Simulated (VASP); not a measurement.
# HfC (I4/mmm) in VASP: single point with PBEsol

Aim: the single point of HfC with PBEsol.

Everything below comes from runs of VASP 6.6.1. Logs are shortened: lines on timing, memory, paths and dates and some standing lists are left out, and cuts for length are marked.

### 1 The cell of the first run

The structure is tetragonal, space group I4/mmm (No. 139). Conventional cell: a = 3.235 Å, b = 3.235 Å, c = 4.804 Å, α = 90.00°, β = 90.00°, γ = 90.00°. Hf (site symmetry 4/mmm) has 6 C at 2.29 to 2.40 Å within 3.0 Å. Within 3.0 Å of C (site symmetry 4/mmm) lie 6 Hf at 2.29 to 2.40 Å.

### 2 Single point, PBEsol

INCAR reads:

```
ALGO     = Normal         # electronic algorithm
EDIFF    = 1E-7           # SCF threshold, eV
ENCUT    = 520            # plane-wave cutoff, eV
GGA      = PS             # functional
ISIF     = 2              # what is computed and relaxed
ISMEAR   = 0              # smearing method
LASPH    = True           # aspherical terms in the spheres
LCHARG   = False          # write CHGCAR
LREAL    = False          # projectors in reciprocal space
LWAVE    = False          # write WAVECAR
NBANDS   = 14             # bands
NELM     = 80             # most SCF steps
PREC     = Accurate       # precision mode
SIGMA    = 0.15           # smearing width, eV
```

KPOINTS reads:

```
k-points
0
Gamma
  20 20 20
```

POSCAR reads:

```
HfC
1.0
    0.0000000000      2.2874934413      2.4018681134
    2.2874934413      0.0000000000      2.4018681134
    2.2874934413      2.2874934413      0.0000000000
Hf C
1 1
Direct
    0.5000000000      0.5000000000      0.5000000000
    0.0000000000      0.0000000000      0.0000000000
```

Potentials or basis: VASP PAW PBE potentials, release 64 (Hf_pv, C).

On the command line:

```console
> cat potpaw_PBE.64/Hf_pv/POTCAR potpaw_PBE.64/C/POTCAR > POTCAR
> mpirun -np 1 vasp_std > vasp.out
```

OUTCAR:

```text
EDIFF = 1E-7
   ENCUT = 520
   GGA = PS
   ISIF = 2
   ISMEAR = 0
   LASPH = True
   LREAL = False
   NELM = 80
   PREC = Accurate

 ion  position               nearest neighbor table
   1  0.500  0.500  0.500-   2 2.29   2 2.29   2 2.29   2 2.29   2 2.40   2 2.40
   2  0.000  0.000  0.000-   1 2.29   1 2.29   1 2.29   1 2.29   1 2.40   1 2.40

  LATTYP: Found a body centered tetragonal cell.
 ALAT       =     3.2350042485
 C/A-ratio  =     1.4849242405

  Lattice vectors:

 A1 = (  -2.2874934413,   0.0000000000,   2.4018681134)
 A2 = (   2.2874934413,   0.0000000000,   2.4018681134)
 A3 = (   0.0000000000,   2.2874934413,  -2.4018681134)

Analysis of symmetry for initial positions (statically):
=====================================================================
 Subroutine PRICEL returns:
 Original cell was already a primitive cell.

 Routine SETGRP: Setting up the symmetry group for a
 body centered tetragonal supercell.

 Subroutine GETGRP returns: Found 16 space group operations
 (whereof 16 operations were pure point group operations)
 out of a pool of 16 trial point group operations.

The static configuration has the point symmetry D_4h.

Analysis of symmetry for dynamics (positions and initial velocities):
=====================================================================
 Subroutine PRICEL returns:
 Original cell was already a primitive cell.

 Routine SETGRP: Setting up the symmetry group for a
 body centered tetragonal supercell.

 Subroutine GETGRP returns: Found 16 space group operations
 (whereof 16 operations were pure point group operations)
 out of a pool of 16 trial point group operations.

The dynamic configuration has the point symmetry D_4h.

 Subroutine INISYM returns: Found 16 space group operations
 (whereof 16 operations are pure point group operations),
 and found     1 'primitive' translations

----------------------------------------------------------------------------------------

                                     Primitive cell

  volume of cell :      25.1362

  direct lattice vectors                    reciprocal lattice vectors
     0.000000000  2.287493441  2.401868113    -0.218579862  0.218579862  0.208171297
     2.287493441  0.000000000  2.401868113     0.218579862 -0.218579862  0.208171297
     2.287493441  2.287493441  0.000000000     0.218579862  0.218579862 -0.208171297

  length of vectors
     3.316865490  3.316865490  3.235004249     0.372678951  0.372678951  0.372678951

  position of ions in fractional coordinates (direct lattice)
     0.500000000  0.500000000  0.500000000
     0.000000000  0.000000000  0.000000000

  ion indices of the primitive-cell ions
   primitive index   ion index
                 1           1
                 2           2

----------------------------------------------------------------------------------------

 KPOINTS: k-points

Automatic generation of k-mesh.
 Grid dimensions read from file:
 generate k-points for:   20   20   20

 Generating k-lattice:

  Cartesian coordinates                     Fractional coordinates (reciprocal lattice)
    -0.010928993  0.010928993  0.010408565     0.050000000  0.000000000  0.000000000
     0.010928993 -0.010928993  0.010408565     0.000000000  0.050000000  0.000000000
     0.010928993  0.010928993 -0.010408565     0.000000000  0.000000000  0.050000000

  Length of vectors
     0.018633948  0.018633948  0.018633948

  Shift w.r.t. Gamma in fractional coordinates (k-lattice)
     0.000000000  0.000000000  0.000000000

 Subroutine IBZKPT returns following result:
 ===========================================

 Found    641 irreducible k-points:

 Following reciprocal coordinates:
            Coordinates               Weight
  0.000000  0.000000  0.000000      1.000000
  0.050000  0.000000  0.000000      8.000000
  0.100000 -0.000000  0.000000      8.000000
  0.150000  0.000000  0.000000      8.000000
  0.200000 -0.000000  0.000000      8.000000
  0.250000  0.000000  0.000000      8.000000
[... 16 lines left out ...]
 -0.400000  0.050000  0.000000      8.000000
 -0.350000  0.050000  0.000000      8.000000
 [... further k-points ...]
   k-points           NKPTS =    641   k-points in BZ     NKDIM =    641   number of bands    NBANDS=     14
   number of dos      NEDOS =    301   number of ions     NIONS =      2
   total plane-waves  NPLWV =  18816
   dimension x,y,z NGX =    28 NGY =   28 NGZ =   24
   dimension x,y,z NGXF=    56 NGYF=   56 NGZF=   48
   ions per type =               1   1
   NGX,Y,Z   is equivalent  to a cutoff of  14.03, 14.03, 12.33 a.u.
   NGXF,Y,Z  is equivalent  to a cutoff of  28.07, 28.07, 24.67 a.u.
 SYSTEM =  unknown system
   PREC   = accura    normal or accurate (medium, high low for compatibility)
   ISTART =      0    job   : 0-new  1-cont  2-samecut
   ICHARG =      2    charge: 1-file 2-atom 10-const
   ISPIN  =      1    spin polarized calculation?
   LNONCOLLINEAR =      F non collinear calculations
   LSORBIT =      F    spin-orbit coupling
   LASPH  =      T    aspherical Exc in radial PAW
   ENCUT  =  520.0 eV  38.22 Ry    6.18 a.u.   6.17  6.17  6.01*2*pi/ulx,y,z
   NELM   =     80;   NELMIN=  2; NELMDL= -5     # of ELM steps
   EDIFF  = 0.1E-06   stopping-criterion for ELM
   LREAL  =      F    real-space projection
   EDIFFG = 0.1E-05   stopping-criterion for IOM
   NSW    =      0    number of steps for IOM
   IBRION =     -1    ionic relax: 0-MD 1-quasi-New 2-CG
   NFREE  =      0    steps in history (QN), initial steepest desc. (CG)
   ISIF   =      2    stress and relaxation
   ISYM   =      2    0-nonsym 1-usesym 2-fastsym
   POTIM  = 0.5000    time-step for ionic-motion
   TEBEG  =    0.0;   TEEND  =   0.0 temperature during run
   PSTRESS=    0.0 pullay stress
   NELECT =      14.0000    total number of electrons
   NUPDOWN=      -1.0000    fix difference up-down
   EMIN   =  10.00;   EMAX   =-10.00  energy-range for DOS
   EFERMI =   0.00;   METHOD = LEGACY
   ISMEAR =     0;   SIGMA  =   0.15  broadening in eV -4-tet -1-fermi 0-gaus
   EFERMI_NEDOS =   21; number of points for ismear=-14 and -15
   IALGO  =     38    algorithm
   IMIX   =      4    mixing-type and parameters
     AMIX     =   0.40;   BMIX     =  1.00
     AMIX_MAG =   1.60;   BMIX_MAG =  1.00
  volume/ion in A,a.u.               =      12.57        84.81
  Fermi-wavevector in a.u.,A,eV,Ry     =   1.346949  2.545365 24.684672  1.814272
  Thomas-Fermi vector in A             =   2.474740
   LORBIT       =      0    0 simple, 1 ext, 2 COOP (PROOUT), +10 PAW based schemes
   GGA     = PS    functional components
   LHFCALC =     F    Hartree Fock is set to
   AEXX    =    0.0000 exact exchange contribution
   IVDW    =     0    specifies the selected vdW correction
   LEPSILON=     F    determine dielectric tensor
   LRPA    =     F    only Hartree local field effects (RPA)
 non-spin polarized calculation
 Gauss-broadening in eV      SIGMA  =   0.15
  energy-cutoff  :      520.00
  volume of cell :       25.14
 maximum number of plane-waves:       690
 NGX is ok and might be reduce to    28
   NGX = 13   NGY = 13   NGZ = 13

 number of electron      14.0000000 magnetization

 Free energy of the ion-electron system (eV)
  ---------------------------------------------------
  ext. energy  EPLUGINS =         0.00000000
  ---------------------------------------------------
  free energy    TOTEN  =       -22.13500650 eV

  energy without entropy =      -22.13179804  energy(sigma->0) =      -22.13340227

 E-fermi :   5.8119     XC(G=0): -12.4163

 val. band max:        5.8092600626   @ k =   0.2000   0.0000   0.2000
 cond. band min:       5.8248274721   @ k =   0.1000   0.0000   0.1000
 fundamental gap:      0.0155674095
 Fermi energy:         5.8119374289

 k-point     1 :       0.0000    0.0000    0.0000
  band No.  band energies     occupation
      1     -23.7329      2.00000
      2     -23.6623      2.00000
      3     -23.6623      2.00000
      4      -6.4873      2.00000
      5       6.6761      0.00000
      6       6.8161      0.00000
      7       6.9142      0.00000
      8       6.9142      0.00000
      9       7.3401      0.00000
     10       7.3401      0.00000
     11       8.6607      0.00000
     12       9.4959      0.00000
     13      12.8707      0.00000
     14      16.7755      0.00000

 k-point     2 :       0.0500    0.0000    0.0000
  band No.  band energies     occupation
      1     -23.7403      2.00000
      2     -23.6753      2.00000
      3     -23.6633      2.00000
      4      -6.4232      2.00000
      5       6.2093      0.00018
      6       6.3326      0.00000
      7       6.5686      0.00000
      8       7.1919      0.00000
      9       7.4751      0.00000
     10       7.6347      0.00000
     11       9.0068      0.00000
     12       9.8360      0.00000
     13      13.0193      0.00000
     14      16.9562      0.00000

 k-point     3 :       0.1000   -0.0000    0.0000
  band No.  band energies     occupation
      1     -23.7718      2.00000
      2     -23.7028      2.00000
      3     -23.6665      2.00000
      4      -6.2344      2.00000
      5       5.4038      1.99988
      6       5.7047      1.68787
      7       5.9427      0.21758
      8       7.4598      0.00000
      9       7.6955      0.00000
     10       7.9758      0.00000
     11       9.7797      0.00000
     12      10.6261      0.00000
     13      13.4254      0.00000
     14      17.4731      0.00000
[... 324 lines left out ...]
 k-point    23 :      -0.4000    0.0500    0.0000
  band No.  band energies     occupation
      1     -24.3272      2.00000
      2     -23.8164      2.00000
      3     -23.7000      2.00000
      4      -3.1431      2.00000
      5       0.2120      2.00000
      6       2.9058      2.00000
      7       2.9521      2.00000
      8      10.2763      0.00000
      9      10.4167      0.00000
     10      11.3740      0.00000
     11      13.5206      0.00000
     12      15.4126      0.00000
     13      17.4932      0.00000
     14      19.5320      0.00000

 k-point    24 :      -0.3500    0.0500    0.0000
  band No.  band energies     occupation
      1     -24.2659      2.00000
      2     -23.8097      2.00000
      3     -23.6929      2.00000
      4      -3.6693      2.00000
      5       0.8557      2.00000
      6       3.1267      2.00000
      7       3.1319      2.00000
      8       9.6812      0.00000
      9       9.9023      0.00000
     10      10.8765      0.00000
     11      13.7953      0.00000
     12      15.1486      0.00000
     13      16.7725      0.00000
     14      19.5520      0.00000

 [... further k-points ...]

------------------------ aborting loop because EDIFF is reached ----------------------------------------

  FORCE on cell =-STRESS in cart. coord.  units (eV):
  Direction    XX          YY          ZZ          XY          YZ          ZX
  --------------------------------------------------------------------------------------
  -------------------------------------------------------------------------------------
  Total        0.0130458      0.0130458     -2.7940913      0.0000000      0.0000000     -0.0000000
  in kB        0.8315381      0.8315381   -178.0952390      0.0000000      0.0000000     -0.0000000
  external PRESSURE =     -58.8107209 kB  Pullay stress =       0.0000000 kB

 VOLUME and BASIS-vectors are now :
 -----------------------------------------------------------------------------
  energy-cutoff  :      520.00
  volume of cell :       25.14
      direct lattice vectors                 reciprocal lattice vectors
     0.000000000  2.287493441  2.401868113    -0.218579862  0.218579862  0.208171297
     2.287493441  0.000000000  2.401868113     0.218579862 -0.218579862  0.208171297
     2.287493441  2.287493441  0.000000000     0.218579862  0.218579862 -0.208171297

 POSITION                                       TOTAL-FORCE (eV/Angst)
 -----------------------------------------------------------------------------------
      2.28749      2.28749      2.40187         0.000000     -0.000000      0.000000
      0.00000      0.00000      0.00000        -0.000000      0.000000      0.000000
 -----------------------------------------------------------------------------------
    total drift:                                0.000000      0.000000      0.000000

  FREE ENERGIE OF THE ION-ELECTRON SYSTEM (eV)
  ---------------------------------------------------
  free  energy   TOTEN  =       -22.1350064960 eV

  energy  without entropy=      -22.1317980396  energy(sigma->0) =      -22.13340227
```

Wall time 4.1 min (1 thread of Intel Xeon Platinum 8259CL at 2.50GHz (Skylake/Cascade Lake), shared host); peak memory 0.35 GiB.

Results:

```
Free energy            : -22.1350 eV
Pressure               : -5.9 GPa
Band gap on the k mesh : zero (band 7 reaches 6.91 eV, above the bottom of band 8 at 5.31 eV)
```

Stress tensor (GPa, compression positive):
```
  0.08   0.00   0.00
  0.00   0.08   0.00
  0.00   0.00 -17.81
```

Caveat: the PAW data sets were made with another functional, which shifts forces and pressure a little; spin-orbit coupling is left out, which moves the levels of the heavy elements.
